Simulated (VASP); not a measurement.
The system is Ti.

```
CELL_PARAMETERS angstrom
-1.62582 1.62582 1.62582
1.62582 -1.62582 1.62582
1.62582 1.62582 -1.62582
ATOMIC_POSITIONS crystal
Ti 0.00000 0.00000 0.00000
```

Base run:

* Program: VASP 6.6.1
* Functional: LDA
* Potentials or basis: VASP PAW LDA potentials, release 64 (Ti_sv)
* Cutoff: 520 eV
* k mesh: 18 × 18 × 18
* Occupations: fermi-dirac, width 0.05 eV
* Spin: no spin polarisation

Its results: band gap on the k mesh zero (band 6 reaches 8.91 eV, above the bottom of band 7 at 7.38 eV); pressure -8.5 GPa.

Question: The run is repeated on the same cell with these changes: functional from LDA to PBEsol; potentials or basis from VASP PAW LDA potentials, release 64 (Ti_sv) to VASP PAW PBE potentials, release 64 (Ti_sv). What comes out?

Answer: Band gap on the k mesh zero (band 6 reaches 9.06 eV, above the bottom of band 7 at 7.47 eV); pressure -4.3 GPa.

Caveats: the PAW data sets were made with another functional, which shifts forces and pressure a little (some runs).
